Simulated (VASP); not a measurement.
# Si2Ni (I4/mmm) in VASP: notebook

Runs on Si2Ni. Level: PBE. Tasks: single point.

Program: VASP 6.6.1. These are calculated values, not measurements. Logs are shortened: lines on timing, memory, paths and dates and some standing lists are left out, and cuts for length are marked.

**1. The cell of the first run**

The structure is tetragonal, space group I4/mmm (No. 139). The conventional cell has a = 3.909 Å, b = 3.909 Å, c = 5.610 Å, α = 90.00°, β = 90.00°, γ = 90.00°. Si (site symmetry -4m2) has 4 Ni at 2.41 Å and 6 Si at 2.76 to 2.81 Å within 3.2 Å. Within 3.2 Å of Ni (site symmetry 4/mmm) lie 8 Si at 2.41 Å.

**2. Single point, PBE (strain +0.015 along x and y, +0.030 along z)**

INCAR

```
SYSTEM = Si2Ni
PREC = Accurate
ENCUT = 520
EDIFF = 1E-6
ISMEAR = 0
SIGMA = 0.15
LREAL = .FALSE.
LASPH = .TRUE.
NELM = 100
ALGO = Normal
ISIF = 2
LWAVE = .FALSE.
LCHARG = .FALSE.
GGA = PE
NBANDS = 16
```

KPOINTS

```
Automatic mesh
0
G
  16 16 16
  0 0 0
```

POSCAR

```
Si2Ni
1.0
    0.0000000000      2.7642640990      2.8051152926
    2.7642640990      0.0000000000      2.8051152926
    2.7642640990      2.7642640990      0.0000000000
Si Ni
2 1
Direct
    0.2500000000      0.2500000000      0.2500000000
    0.7500000000      0.7500000000      0.7500000000
    0.0000000000      0.0000000000      0.0000000000
```

Potentials or basis: VASP PAW PBE potentials, release 64 (Si, Ni).

The run is started by

```console
> cat potpaw_PBE.64/Si/POTCAR potpaw_PBE.64/Ni/POTCAR > POTCAR
> mpirun -np 1 vasp_std > vasp.out
```

OUTCAR:

```text
SYSTEM = Si2Ni
   PREC = Accurate
   ENCUT = 520
   EDIFF = 1E-6
   ISMEAR = 0
   LREAL = .FALSE.
   LASPH = .TRUE.
   NELM = 100
   ISIF = 2
   GGA = PE

 ion  position               nearest neighbor table
   1  0.250  0.250  0.250-   3 2.41   3 2.41   3 2.41   3 2.41   2 2.76   2 2.76   2 2.76   2 2.76
                             2 2.81   2 2.81
   2  0.750  0.750  0.750-   3 2.41   3 2.41   3 2.41   3 2.41   1 2.76   1 2.76   1 2.76   1 2.76
                             1 2.81   1 2.81
   3  0.000  0.000  0.000-   2 2.41   2 2.41   2 2.41   1 2.41   2 2.41   1 2.41   1 2.41   1 2.41

  LATTYP: Found a body centered tetragonal cell.
 ALAT       =     3.9092597788
 C/A-ratio  =     1.4351132702

  Lattice vectors:

 A1 = (  -2.7642640990,   0.0000000000,   2.8051152926)
 A2 = (   2.7642640990,   0.0000000000,   2.8051152926)
 A3 = (   0.0000000000,   2.7642640990,  -2.8051152926)

Analysis of symmetry for initial positions (statically):
=====================================================================
 Subroutine PRICEL returns:
 Original cell was already a primitive cell.

 Routine SETGRP: Setting up the symmetry group for a
 body centered tetragonal supercell.

 Subroutine GETGRP returns: Found 16 space group operations
 (whereof 16 operations were pure point group operations)
 out of a pool of 16 trial point group operations.

The static configuration has the point symmetry D_4h.

Analysis of symmetry for dynamics (positions and initial velocities):
=====================================================================
 Subroutine PRICEL returns:
 Original cell was already a primitive cell.

 Routine SETGRP: Setting up the symmetry group for a
 body centered tetragonal supercell.

 Subroutine GETGRP returns: Found 16 space group operations
 (whereof 16 operations were pure point group operations)
 out of a pool of 16 trial point group operations.

The dynamic configuration has the point symmetry D_4h.

 Subroutine INISYM returns: Found 16 space group operations
 (whereof 16 operations are pure point group operations),
 and found     1 'primitive' translations

----------------------------------------------------------------------------------------

                                     Primitive cell

  volume of cell :      42.8686

  direct lattice vectors                    reciprocal lattice vectors
     0.000000000  2.764264099  2.805115293    -0.180879967  0.180879967  0.178245793
     2.764264099  0.000000000  2.805115293     0.180879967 -0.180879967  0.178245793
     2.764264099  2.764264099  0.000000000     0.180879967  0.180879967 -0.178245793

  length of vectors
     3.938251873  3.938251873  3.909259779     0.311779871  0.311779871  0.311779871

  position of ions in fractional coordinates (direct lattice)
     0.250000000  0.250000000  0.250000000
     0.750000000  0.750000000  0.750000000
     0.000000000  0.000000000  0.000000000

  ion indices of the primitive-cell ions
   primitive index   ion index
                 1           1
                 2           2
                 3           3

----------------------------------------------------------------------------------------

 KPOINTS: Automatic mesh

Automatic generation of k-mesh.
 Grid dimensions read from file:
 generate k-points for:   16   16   16

 Generating k-lattice:

  Cartesian coordinates                     Fractional coordinates (reciprocal lattice)
    -0.011304998  0.011304998  0.011140362     0.062500000 -0.000000000  0.000000000
     0.011304998 -0.011304998  0.011140362    -0.000000000  0.062500000  0.000000000
     0.011304998  0.011304998 -0.011140362     0.000000000  0.000000000  0.062500000

  Length of vectors
     0.019486242  0.019486242  0.019486242

  Shift w.r.t. Gamma in fractional coordinates (k-lattice)
     0.000000000  0.000000000  0.000000000

 Subroutine IBZKPT returns following result:
 ===========================================

 Found    349 irreducible k-points:

 Following reciprocal coordinates:
            Coordinates               Weight
  0.000000  0.000000  0.000000      1.000000
  0.062500  0.000000  0.000000      8.000000
  0.125000  0.000000  0.000000      8.000000
  0.187500  0.000000  0.000000      8.000000
  0.250000  0.000000  0.000000      8.000000
  0.312500  0.000000  0.000000      8.000000
[... 16 lines left out ...]
 -0.125000  0.062500  0.000000      8.000000
 -0.062500  0.062500  0.000000      4.000000
 [... further k-points ...]
   k-points           NKPTS =    349   k-points in BZ     NKDIM =    349   number of bands    NBANDS=     16
   number of dos      NEDOS =    301   number of ions     NIONS =      3
   total plane-waves  NPLWV =  27000
   dimension x,y,z NGX =    30 NGY =   30 NGZ =   30
   dimension x,y,z NGXF=    60 NGYF=   60 NGZF=   60
   ions per type =               2   1
   NGX,Y,Z   is equivalent  to a cutoff of  12.66, 12.66, 12.76 a.u.
   NGXF,Y,Z  is equivalent  to a cutoff of  25.33, 25.33, 25.52 a.u.
 SYSTEM =  Si2Ni
   PREC   = accura    normal or accurate (medium, high low for compatibility)
   ISTART =      0    job   : 0-new  1-cont  2-samecut
   ICHARG =      2    charge: 1-file 2-atom 10-const
   ISPIN  =      1    spin polarized calculation?
   LNONCOLLINEAR =      F non collinear calculations
   LSORBIT =      F    spin-orbit coupling
   LASPH  =      T    aspherical Exc in radial PAW
   ENCUT  =  520.0 eV  38.22 Ry    6.18 a.u.   7.32  7.32  7.27*2*pi/ulx,y,z
   NELM   =    100;   NELMIN=  2; NELMDL= -5     # of ELM steps
   EDIFF  = 0.1E-05   stopping-criterion for ELM
   LREAL  =      F    real-space projection
   EDIFFG = 0.1E-04   stopping-criterion for IOM
   NSW    =      0    number of steps for IOM
   IBRION =     -1    ionic relax: 0-MD 1-quasi-New 2-CG
   NFREE  =      0    steps in history (QN), initial steepest desc. (CG)
   ISIF   =      2    stress and relaxation
   ISYM   =      2    0-nonsym 1-usesym 2-fastsym
   POTIM  = 0.5000    time-step for ionic-motion
   TEBEG  =    0.0;   TEEND  =   0.0 temperature during run
   PSTRESS=    0.0 pullay stress
   NELECT =      18.0000    total number of electrons
   NUPDOWN=      -1.0000    fix difference up-down
   EMIN   =  10.00;   EMAX   =-10.00  energy-range for DOS
   EFERMI =   0.00;   METHOD = LEGACY
   ISMEAR =     0;   SIGMA  =   0.15  broadening in eV -4-tet -1-fermi 0-gaus
   EFERMI_NEDOS =   21; number of points for ismear=-14 and -15
   IALGO  =     38    algorithm
   IMIX   =      4    mixing-type and parameters
     AMIX     =   0.40;   BMIX     =  1.00
     AMIX_MAG =   1.60;   BMIX_MAG =  1.00
  volume/ion in A,a.u.               =      14.29        96.43
  Fermi-wavevector in a.u.,A,eV,Ry     =   1.225893  2.316601 20.447006  1.502813
  Thomas-Fermi vector in A             =   2.360914
   LORBIT       =      0    0 simple, 1 ext, 2 COOP (PROOUT), +10 PAW based schemes
   GGA     = PE    functional components
   LHFCALC =     F    Hartree Fock is set to
   AEXX    =    0.0000 exact exchange contribution
   IVDW    =     0    specifies the selected vdW correction
   LEPSILON=     F    determine dielectric tensor
   LRPA    =     F    only Hartree local field effects (RPA)
 non-spin polarized calculation
 Gauss-broadening in eV      SIGMA  =   0.15
  energy-cutoff  :      520.00
  volume of cell :       42.87
 maximum number of plane-waves:      1179
 NGX is ok and might be reduce to    30
   NGX = 15   NGY = 15   NGZ = 15

 number of electron      18.0000010 magnetization

 Free energy of the ion-electron system (eV)
  ---------------------------------------------------
  ext. energy  EPLUGINS =         0.00000000
  ---------------------------------------------------
  free energy    TOTEN  =       -17.31140820 eV

  energy without entropy =      -17.30073169  energy(sigma->0) =      -17.30606995

 E-fermi :   9.2112     XC(G=0): -11.2147

 val. band max:        9.2038172400   @ k =  -0.0625   0.1875   0.1250
 cond. band min:       9.2132989972   @ k =   0.2500   0.0625   0.0000
 fundamental gap:      0.0094817572
 Fermi energy:         9.2112155113

 k-point     1 :       0.0000    0.0000    0.0000
  band No.  band energies     occupation
      1      -3.8115      2.00000
      2       4.5820      2.00000
      3       4.5820      2.00000
      4       4.6328      2.00000
      5       6.1853      2.00000
      6       6.2236      2.00000
[... 8 lines left out ...]
     15      13.9870      0.00000
     16      13.9870      0.00000

 k-point     2 :       0.0625    0.0000    0.0000
  band No.  band energies     occupation
      1      -3.7571      2.00000
      2       4.4572      2.00000
      3       4.6001      2.00000
      4       4.6366      2.00000
      5       6.1753      2.00000
      6       6.2133      2.00000
[... 8 lines left out ...]
     15      13.7737      0.00000
     16      13.8586      0.00000

 k-point     3 :       0.1250    0.0000    0.0000
  band No.  band energies     occupation
      1      -3.5943      2.00000
      2       4.0766      2.00000
      3       4.6523      2.00000
      4       4.6824      2.00000
      5       6.1499      2.00000
      6       6.1871      2.00000
[... 8 lines left out ...]
     15      13.5819      0.00000
     16      13.7629      0.00000

 k-point     4 :       0.1875    0.0000    0.0000
  band No.  band energies     occupation
      1      -3.3246      2.00000
      2       3.5069      2.00000
      3       4.7313      2.00000
      4       4.7539      2.00000
      5       6.1229      2.00000
      6       6.1577      2.00000
[... 8 lines left out ...]
     15      13.9538      0.00000
     16      14.3806      0.00000
[... 324 lines left out ...]
 k-point    22 :      -0.1875    0.0625    0.0000
  band No.  band energies     occupation
      1      -3.1588      2.00000
      2       3.2347      2.00000
      3       4.6946      2.00000
      4       4.8294      2.00000
      5       6.0634      2.00000
      6       6.1880      2.00000
[... 8 lines left out ...]
     15      14.1804      0.00000
     16      15.3323      0.00000

 k-point    23 :      -0.1250    0.0625    0.0000
  band No.  band energies     occupation
      1      -3.4649      2.00000
      2       3.8233      2.00000
      3       4.6544      2.00000
      4       4.7274      2.00000
      5       6.1155      2.00000
      6       6.1868      2.00000
[... 8 lines left out ...]
     15      13.6263      0.00000
     16      14.4385      0.00000

 k-point    24 :      -0.0625    0.0625    0.0000
  band No.  band energies     occupation
      1      -3.6649      2.00000
      2       4.2408      2.00000
      3       4.6388      2.00000
      4       4.6477      2.00000
      5       6.1708      2.00000
      6       6.1877      2.00000
[... 8 lines left out ...]
     15      13.5108      0.00000
     16      13.8812      0.00000

 [... further k-points ...]

------------------------ aborting loop because EDIFF is reached ----------------------------------------

  FORCE on cell =-STRESS in cart. coord.  units (eV):
  Direction    XX          YY          ZZ          XY          YZ          ZX
  --------------------------------------------------------------------------------------
  -------------------------------------------------------------------------------------
  Total       -1.9750872     -1.9750872     -2.1590803      0.0000000      0.0000000     -0.0000000
  in kB      -73.8171150    -73.8171150    -80.6936938      0.0000000      0.0000000     -0.0000000
  external PRESSURE =     -76.1093079 kB  Pullay stress =       0.0000000 kB

 VOLUME and BASIS-vectors are now :
 -----------------------------------------------------------------------------
  energy-cutoff  :      520.00
  volume of cell :       42.87
      direct lattice vectors                 reciprocal lattice vectors
     0.000000000  2.764264099  2.805115293    -0.180879967  0.180879967  0.178245793
     2.764264099  0.000000000  2.805115293     0.180879967 -0.180879967  0.178245793
     2.764264099  2.764264099  0.000000000     0.180879967  0.180879967 -0.178245793

 POSITION                                       TOTAL-FORCE (eV/Angst)
 -----------------------------------------------------------------------------------
      1.38213      1.38213      1.40256         0.000000      0.000000      0.000000
      4.14640      4.14640      4.20767        -0.000000     -0.000000     -0.000000
      0.00000      0.00000      0.00000         0.000000     -0.000000     -0.000000
 -----------------------------------------------------------------------------------
    total drift:                                0.000000     -0.000000     -0.000000

  FREE ENERGIE OF THE ION-ELECTRON SYSTEM (eV)
  ---------------------------------------------------
  free  energy   TOTEN  =       -17.3114082038 eV

  energy  without entropy=      -17.3007316901  energy(sigma->0) =      -17.30606995
```

Wall time 2.1 min (1 thread of AMD EPYC 9R45 (Zen 5), shared host); peak memory 0.32 GiB.

What came out:

```yaml
Free_energy: -17.3114 eV
Pressure: -7.6 GPa
Band_gap_on_the_k_mesh: zero (bands 9 and 10 overlap by 2.16 eV)
```

Caveat: the cell differs from its parent crystal (strain +0.015 along x and y, +0.030 along z); the cell stands under tension.

**3. Single point, PBE (strain +0.030 along x and y, +0.015 along z)**

INCAR

```
ALGO = Normal
EDIFF = 1E-7
ENCUT = 520
GGA = PE
ISIF = 2
ISMEAR = 0
LASPH = T
LCHARG = F
LREAL = F
LWAVE = F
NBANDS = 16
NELM = 100
PREC = Accurate
SIGMA = 0.15
```

KPOINTS

```
k-points
0
Gamma
  16 16 16
```

POSCAR

```
Si2Ni
1.0
    0.0000000000      2.8051152926      2.7642640990
    2.8051152926      0.0000000000      2.7642640990
    2.8051152926      2.8051152926      0.0000000000
Si Ni
2 1
Direct
    0.2500000000      0.2500000000      0.2500000000
    0.7500000000      0.7500000000      0.7500000000
    0.0000000000      0.0000000000      0.0000000000
```

Potentials or basis: VASP PAW PBE potentials, release 64 (Si, Ni).

The run is started by

```console
> cat potpaw_PBE.64/Si/POTCAR potpaw_PBE.64/Ni/POTCAR > POTCAR
> mpirun -np 1 vasp_std > vasp.out
```

Wall time 3 min (1 thread of AMD EPYC 9R45 (Zen 5), shared host); peak memory 0.32 GiB.

It converged, with:

```
Free energy            : -17.2788 eV
Pressure               : -9.0 GPa
Band gap on the k mesh : zero (bands 9 and 10 overlap by 2.31 eV)
```

Stress tensor (GPa, compression positive):
```
-9.24  0.00  0.00
 0.00 -9.24  0.00
 0.00  0.00 -8.53
```

Levels at points of the mesh, in eV from the Fermi level:
```
           k point  band 7  band 8  band 9  band 10  band 11  band 12
(0.00, 0.00, 0.00)   -0.93    1.55    1.72     1.72     2.45     2.45
(0.50, 0.00, 0.00)   -2.77   -1.17   -1.08     1.71     1.83     1.83
(0.50, 0.50, 0.00)   -3.03   -2.85   -2.59    -0.50     1.64     7.60
(0.50, 0.00, 0.50)   -3.02   -2.89   -2.58    -0.42     1.72     7.46
```

Caveat: the cell differs from its parent crystal (strain +0.030 along x and y, +0.015 along z); the cell stands under tension. Spin polarisation is off, so any magnetic state and its effect on volume and gap are missing.
